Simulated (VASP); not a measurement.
# HoS4 (Pm-3m) in VASP: notebook

The runs below take HoS4 through single point, relaxation of cell and atoms, with PBE.

Everything below comes from runs of VASP 6.6.1. Logs are shortened: lines on timing, memory, paths and dates and some standing lists are left out, and cuts for length are marked.

## (1) The cell of the first run

It takes space group Pm-3m (No. 221, cubic). Conventional cell: a = 5.194 Å, b = 5.194 Å, c = 5.194 Å, α = 90.00°, β = 90.00°, γ = 90.00°. Within 3.4 Å of Ho (site symmetry m-3m) lie 6 S at 2.60 Å. S (site symmetry m-3m) has 12 S at 3.67 Å and 8 Ho at 4.50 Å within 4.8 Å. S (site symmetry 4/mmm) has 2 Ho at 2.60 Å within 3.4 Å.

## (2) Single point, PBE

INCAR

```
ALGO = Normal
EDIFF = 1E-6
ENCUT = 500
GGA = PE
GGA_COMPAT = False
ISIF = 2
ISMEAR = 0
LASPH = True
LCHARG = True
LELF = True
LMAXMIX = 6
LREAL = False
LVHAR = True
LWAVE = False
NBANDS = 24
NELM = 200
PREC = Accurate
SIGMA = 0.1
```

KPOINTS

```
k-points
0
Gamma
  8 8 8
```

POSCAR

```
HoS4
1.0
    5.1939770975      0.0000000000      0.0000000000
    0.0000000000      5.1939770975      0.0000000000
    0.0000000000      0.0000000000      5.1939770975
Ho S
1 4
Direct
    0.0000000000      0.0000000000      0.0000000000
    0.5000000000      0.5000000000      0.5000000000
    0.5000000000      0.0000000000      0.0000000000
    0.0000000000      0.5000000000      0.0000000000
    0.0000000000      0.0000000000      0.5000000000
```

Potentials or basis: VASP PAW PBE potentials, release 64 (Ho_3, S), 4f in core.

Launch:

```bash
$ cat potpaw_PBE.64/Ho_3/POTCAR potpaw_PBE.64/S/POTCAR > POTCAR
$ mpirun -np 1 vasp_std > vasp.out
```

OUTCAR:

```text
EDIFF = 1E-6
   ENCUT = 500
   GGA = PE
   ISIF = 2
   ISMEAR = 0
   LASPH = True
   LREAL = False
   NELM = 200
   PREC = Accurate

 ion  position               nearest neighbor table
   1  0.000  0.000  0.000-   3 2.60   4 2.60   5 2.60   5 2.60   4 2.60   3 2.60
   2  0.500  0.500  0.500-
   3  0.500  0.000  0.000-   1 2.60   1 2.60
   4  0.000  0.500  0.000-   1 2.60   1 2.60
   5  0.000  0.000  0.500-   1 2.60   1 2.60

  LATTYP: Found a simple cubic cell.
 ALAT       =     5.1939770975

  Lattice vectors:

 A1 = (   5.1939770975,   0.0000000000,   0.0000000000)
 A2 = (   0.0000000000,   5.1939770975,   0.0000000000)
 A3 = (   0.0000000000,   0.0000000000,   5.1939770975)

Analysis of symmetry for initial positions (statically):
=====================================================================
 Subroutine PRICEL returns:
 Original cell was already a primitive cell.

 Routine SETGRP: Setting up the symmetry group for a
 simple cubic supercell.

 Subroutine GETGRP returns: Found 48 space group operations
 (whereof 48 operations were pure point group operations)
 out of a pool of 48 trial point group operations.

The static configuration has the point symmetry O_h .

Analysis of symmetry for dynamics (positions and initial velocities):
=====================================================================
 Subroutine PRICEL returns:
 Original cell was already a primitive cell.

 Routine SETGRP: Setting up the symmetry group for a
 simple cubic supercell.

 Subroutine GETGRP returns: Found 48 space group operations
 (whereof 48 operations were pure point group operations)
 out of a pool of 48 trial point group operations.

The dynamic configuration has the point symmetry O_h .

 Subroutine INISYM returns: Found 48 space group operations
 (whereof 48 operations are pure point group operations),
 and found     1 'primitive' translations

----------------------------------------------------------------------------------------

                                     Primitive cell

  volume of cell :     140.1200

  direct lattice vectors                    reciprocal lattice vectors
     5.193977098  0.000000000  0.000000000     0.192530691  0.000000000  0.000000000
     0.000000000  5.193977098  0.000000000     0.000000000  0.192530691  0.000000000
     0.000000000  0.000000000  5.193977098     0.000000000  0.000000000  0.192530691

  length of vectors
     5.193977098  5.193977098  5.193977098     0.192530691  0.192530691  0.192530691

  position of ions in fractional coordinates (direct lattice)
     0.000000000  0.000000000  0.000000000
     0.500000000  0.500000000  0.500000000
     0.500000000  0.000000000  0.000000000
     0.000000000  0.500000000  0.000000000
     0.000000000  0.000000000  0.500000000

  ion indices of the primitive-cell ions
   primitive index   ion index
                 1           1
                 2           2
                 3           3
                 4           4
                 5           5

----------------------------------------------------------------------------------------

 KPOINTS: k-points

Automatic generation of k-mesh.
 Grid dimensions read from file:
 generate k-points for:    8    8    8

 Generating k-lattice:

  Cartesian coordinates                     Fractional coordinates (reciprocal lattice)
     0.024066336  0.000000000  0.000000000     0.125000000  0.000000000  0.000000000
     0.000000000  0.024066336  0.000000000     0.000000000  0.125000000  0.000000000
     0.000000000  0.000000000  0.024066336     0.000000000  0.000000000  0.125000000

  Length of vectors
     0.024066336  0.024066336  0.024066336

  Shift w.r.t. Gamma in fractional coordinates (k-lattice)
     0.000000000  0.000000000  0.000000000

 Subroutine IBZKPT returns following result:
 ===========================================

 Found     35 irreducible k-points:

 Following reciprocal coordinates:
            Coordinates               Weight
  0.000000  0.000000  0.000000      1.000000
  0.125000  0.000000  0.000000      6.000000
  0.250000  0.000000  0.000000      6.000000
  0.375000  0.000000  0.000000      6.000000
  0.500000  0.000000  0.000000      3.000000
  0.125000  0.125000  0.000000     12.000000
[... 16 lines left out ...]
  0.375000  0.375000  0.125000     24.000000
  0.500000  0.375000  0.125000     24.000000
 [... further k-points ...]
   k-points           NKPTS =     35   k-points in BZ     NKDIM =     35   number of bands    NBANDS=     24
   number of dos      NEDOS =    301   number of ions     NIONS =      5
   total plane-waves  NPLWV =  64000
   dimension x,y,z NGX =    40 NGY =   40 NGZ =   40
   dimension x,y,z NGXF=    80 NGYF=   80 NGZF=   80
   ions per type =               1   4
   NGX,Y,Z   is equivalent  to a cutoff of  12.80, 12.80, 12.80 a.u.
   NGXF,Y,Z  is equivalent  to a cutoff of  25.61, 25.61, 25.61 a.u.
 SYSTEM =  unknown system
   PREC   = accura    normal or accurate (medium, high low for compatibility)
   ISTART =      0    job   : 0-new  1-cont  2-samecut
   ICHARG =      2    charge: 1-file 2-atom 10-const
   ISPIN  =      1    spin polarized calculation?
   LNONCOLLINEAR =      F non collinear calculations
   LSORBIT =      F    spin-orbit coupling
   LASPH  =      T    aspherical Exc in radial PAW
   ENCUT  =  500.0 eV  36.75 Ry    6.06 a.u.   9.47  9.47  9.47*2*pi/ulx,y,z
   NELM   =    200;   NELMIN=  2; NELMDL= -5     # of ELM steps
   EDIFF  = 0.1E-05   stopping-criterion for ELM
   LREAL  =      F    real-space projection
[... 7 lines left out ...]
   TEBEG  =    0.0;   TEEND  =   0.0 temperature during run
   PSTRESS=    0.0 pullay stress
   NELECT =      33.0000    total number of electrons
   NUPDOWN=      -1.0000    fix difference up-down
   EMIN   =  10.00;   EMAX   =-10.00  energy-range for DOS
   EFERMI =   0.00;   METHOD = LEGACY
   ISMEAR =     0;   SIGMA  =   0.10  broadening in eV -4-tet -1-fermi 0-gaus
   EFERMI_NEDOS =   21; number of points for ismear=-14 and -15
   IALGO  =     38    algorithm
   IMIX   =      4    mixing-type and parameters
     AMIX     =   0.40;   BMIX     =  1.00
     AMIX_MAG =   1.60;   BMIX_MAG =  1.00
  volume/ion in A,a.u.               =      28.02       189.12
  Fermi-wavevector in a.u.,A,eV,Ry     =   1.010988  1.910491 13.906478  1.022097
  Thomas-Fermi vector in A             =   2.144011
   LORBIT       =      0    0 simple, 1 ext, 2 COOP (PROOUT), +10 PAW based schemes
   GGA     = PE    functional components
   LHFCALC =     F    Hartree Fock is set to
   AEXX    =    0.0000 exact exchange contribution
   IVDW    =     0    specifies the selected vdW correction
   LEPSILON=     F    determine dielectric tensor
   LRPA    =     F    only Hartree local field effects (RPA)
 non-spin polarized calculation
 Gauss-broadening in eV      SIGMA  =   0.10
  energy-cutoff  :      500.00
  volume of cell :      140.12
 maximum number of plane-waves:      3590
 NGX is ok and might be reduce to    40
   NGX = 19   NGY = 19   NGZ = 19

 number of electron      33.0000005 magnetization

 Free energy of the ion-electron system (eV)
  ---------------------------------------------------
  ext. energy  EPLUGINS =         0.00000000
  ---------------------------------------------------
  free energy    TOTEN  =       -19.68952714 eV

  energy without entropy =      -19.64719687  energy(sigma->0) =      -19.66836200

 E-fermi :   0.7556     XC(G=0):  -8.5983

 val. band max:        0.7497916482   @ k =   0.5000   0.0000   0.0000
 cond. band min:       0.7651565430   @ k =   0.3750   0.2500   0.1250
 fundamental gap:      0.0153648948
 Fermi energy:         0.7555884737

 k-point     1 :       0.0000    0.0000    0.0000
  band No.  band energies     occupation
      1     -21.4320      2.00000
      2     -21.4320      2.00000
      3     -21.4320      2.00000
      4     -11.1751      2.00000
      5     -10.2483      2.00000
      6     -10.2483      2.00000
[... 16 lines left out ...]
     23       6.4734      0.00000
     24       6.4734      0.00000

 k-point     2 :       0.1250    0.0000    0.0000
  band No.  band energies     occupation
      1     -21.4382      2.00000
      2     -21.4319      2.00000
      3     -21.4319      2.00000
      4     -11.1267      2.00000
      5     -10.2467      2.00000
      6     -10.2294      2.00000
[... 16 lines left out ...]
     23       6.4794      0.00000
     24       6.7817      0.00000

 k-point     3 :       0.2500    0.0000    0.0000
  band No.  band energies     occupation
      1     -21.4532      2.00000
      2     -21.4316      2.00000
      3     -21.4316      2.00000
      4     -11.0004      2.00000
      5     -10.2429      2.00000
      6     -10.2330      2.00000
[... 16 lines left out ...]
     23       6.4916      0.00000
     24       7.0541      0.00000

 k-point     4 :       0.3750    0.0000    0.0000
  band No.  band energies     occupation
      1     -21.4680      2.00000
      2     -21.4313      2.00000
      3     -21.4313      2.00000
      4     -10.8457      2.00000
      5     -10.3197      2.00000
      6     -10.2390      2.00000
[... 16 lines left out ...]
     23       6.5020      0.00000
     24       7.1447      0.00000

 k-point     5 :       0.5000    0.0000    0.0000
  band No.  band energies     occupation
      1     -21.4742      2.00000
      2     -21.4312      2.00000
      3     -21.4312      2.00000
      4     -10.7585      2.00000
      5     -10.3874      2.00000
      6     -10.2374      2.00000
[... 451 lines left out ...]
 k-point    22 :       0.5000    0.2500    0.1250
  band No.  band energies     occupation
      1     -21.4736      2.00000
      2     -21.4522      2.00000
      3     -21.4370      2.00000
      4     -10.5419      2.00000
      5     -10.2917      2.00000
      6     -10.1419      2.00000
[... 16 lines left out ...]
     23       7.3334      0.00000
     24       8.8686      0.00000

 k-point    23 :       0.3750    0.3750    0.1250
  band No.  band energies     occupation
      1     -21.4672      2.00000
      2     -21.4671      2.00000
      3     -21.4368      2.00000
      4     -10.5064      2.00000
      5     -10.2246      2.00000
      6     -10.0301      2.00000
[... 16 lines left out ...]
     23       7.3690      0.00000
     24       9.4044      0.00000

 k-point    24 :       0.5000    0.3750    0.1250
  band No.  band energies     occupation
      1     -21.4732      2.00000
      2     -21.4670      2.00000
      3     -21.4367      2.00000
      4     -10.4528      2.00000
      5     -10.2156      2.00000
      6     -10.0445      2.00000
[... 16 lines left out ...]
     23       7.3559      0.00000
     24       9.4159      0.00000

 [... further k-points ...]
[... 5 lines left out ...]
  --------------------------------------------------------------------------------------
  -------------------------------------------------------------------------------------
  Total        0.1155954      0.1155954      0.1155954      0.0000000     -0.0000000      0.0000000
  in kB        1.3217558      1.3217558      1.3217558      0.0000000     -0.0000000      0.0000000
  external PRESSURE =       1.3217558 kB  Pullay stress =       0.0000000 kB

 VOLUME and BASIS-vectors are now :
 -----------------------------------------------------------------------------
  energy-cutoff  :      500.00
  volume of cell :      140.12
      direct lattice vectors                 reciprocal lattice vectors
     5.193977098  0.000000000  0.000000000     0.192530691  0.000000000  0.000000000
     0.000000000  5.193977098  0.000000000     0.000000000  0.192530691  0.000000000
     0.000000000  0.000000000  5.193977098     0.000000000  0.000000000  0.192530691

 POSITION                                       TOTAL-FORCE (eV/Angst)
 -----------------------------------------------------------------------------------
      0.00000      0.00000      0.00000         0.000000      0.000000      0.000000
      2.59699      2.59699      2.59699         0.000000      0.000000      0.000000
      2.59699      0.00000      0.00000         0.000000      0.000000      0.000000
      0.00000      2.59699      0.00000         0.000000      0.000000      0.000000
      0.00000      0.00000      2.59699         0.000000      0.000000      0.000000
 -----------------------------------------------------------------------------------
    total drift:                                0.000000      0.000000     -0.000000

  FREE ENERGIE OF THE ION-ELECTRON SYSTEM (eV)
  ---------------------------------------------------
  free  energy   TOTEN  =       -19.6895271440 eV

  energy  without entropy=      -19.6471968655  energy(sigma->0) =      -19.66836200
```

Wall time 92 s (1 thread of AMD EPYC 9R45 (Zen 5), shared host); peak memory 0.26 GiB.

What came out:

```yaml
Free_energy: -19.6895 eV
Pressure: 0.1 GPa
Band_gap_on_the_k_mesh: zero (an odd number of electrons rules out a gap without spin polarisation)
```

Caveat: spin-orbit coupling is left out, which moves the levels of the heavy elements; the 4f electrons are frozen in the core, so they carry no moment and show no levels; the run has no spin polarisation, though such a crystal can be magnetic.

## (3) Relaxation of cell and atoms, PBE

INCAR

```
SYSTEM = HoS4
PREC = Accurate
ENCUT = 500
EDIFF = 1E-7
ISMEAR = 0
SIGMA = 0.1
LREAL = .FALSE.
LASPH = .TRUE.
NELM = 200
ALGO = Normal
ISIF = 3
LWAVE = .FALSE.
LCHARG = .FALSE.
GGA = PE
IBRION = 2
NSW = 100
EDIFFG = -0.01
GGA_COMPAT = .FALSE.
NELMIN = 4
LMAXMIX = 6
```

KPOINTS

```
regular mesh
0
G
  8 8 8
  0 0 0
```

POSCAR, as its differences from that of step 2:

```diff
@@ -2,5 +2,5 @@
 1.0
-    5.1939770975      0.0000000000      0.0000000000
-    0.0000000000      5.1939770975      0.0000000000
-    0.0000000000      0.0000000000      5.1939770975
+    5.1913415895      0.0000000000      0.0000000000
+    0.0000000000      5.1913415895      0.0000000000
+    0.0000000000      0.0000000000      5.1913415895
 Ho S
```

Potentials or basis: VASP PAW PBE potentials, release 64 (Ho_3, S), 4f in core.

Launch:

```bash
$ cat potpaw_PBE.64/Ho_3/POTCAR potpaw_PBE.64/S/POTCAR > POTCAR
$ mpirun -np 1 vasp_std > vasp.out
```

Run time: 1.9 min. Hardware: 1 thread of AMD EPYC 9R45 (Zen 5), shared host; peak memory 0.27 GiB.

Results (log left out):

```yaml
Free_energy: -19.6896 eV
Relaxed_volume: 28.13 Å³/atom
Relaxed_cell: a = 5.200 Å, b = 5.200 Å, c = 5.200 Å, α = 90.00°, β = 90.00°, γ = 90.00°
Space_group_after_relaxing_to_0.1_Å: Pm-3m (No. 221)
Energy_gained_by_relaxing: 0.1 meV/atom
Ionic_steps: 2
Pressure_after_relaxing: 0.0 GPa
Band_gap_on_the_k_mesh: zero (an odd number of electrons rules out a gap without spin polarisation)
```

The path:
```tsv
step	energy change (eV)	largest force (eV/Å)	pressure (GPa)	volume (Å³)
1	0.0000	0.0000	0.20	139.91
2	-0.0004	0.0000	-0.03	140.63
```

Final structure:
```
Ho S
1.0
     5.20021    0.00000    0.00000
     0.00000    5.20021    0.00000
     0.00000    0.00000    5.20021
Ho S
1 4
Direct
  0.00000 0.00000 0.00000
  0.50000 0.50000 0.50000
  0.50000 0.00000 0.00000
  0.00000 0.50000 0.00000
  0.00000 0.00000 0.50000
```

Levels at points of the mesh, in eV from the Fermi level:
| k point | band 13 | band 14 | band 15 | band 16 | band 17 | band 18 | band 19 | band 20 |
| --- | --- | --- | --- | --- | --- | --- | --- | --- |
| (0.00, 0.00, 0.00) | -0.45 | -0.42 | -0.42 | -0.42 | 0.61 | 0.61 | 0.61 | 3.26 |
| (0.50, 0.00, 0.00) | -1.03 | -0.70 | -0.66 | -0.06 | -0.06 | -0.01 | -0.01 | 3.37 |
| (0.50, 0.50, 0.00) | -1.23 | -1.23 | -0.88 | -0.68 | 0.38 | 0.38 | 0.43 | 5.42 |
| (0.50, 0.50, 0.50) | -2.38 | 0.19 | 0.19 | 0.19 | 0.45 | 0.45 | 0.45 | 6.74 |

Caveat: spin-orbit coupling is left out, which moves the levels of the heavy elements; the 4f electrons are frozen in the core, so they carry no moment and show no levels; the run has no spin polarisation, though such a crystal can be magnetic. Spin polarisation is off, so any magnetic state and its effect on volume and gap are missing.
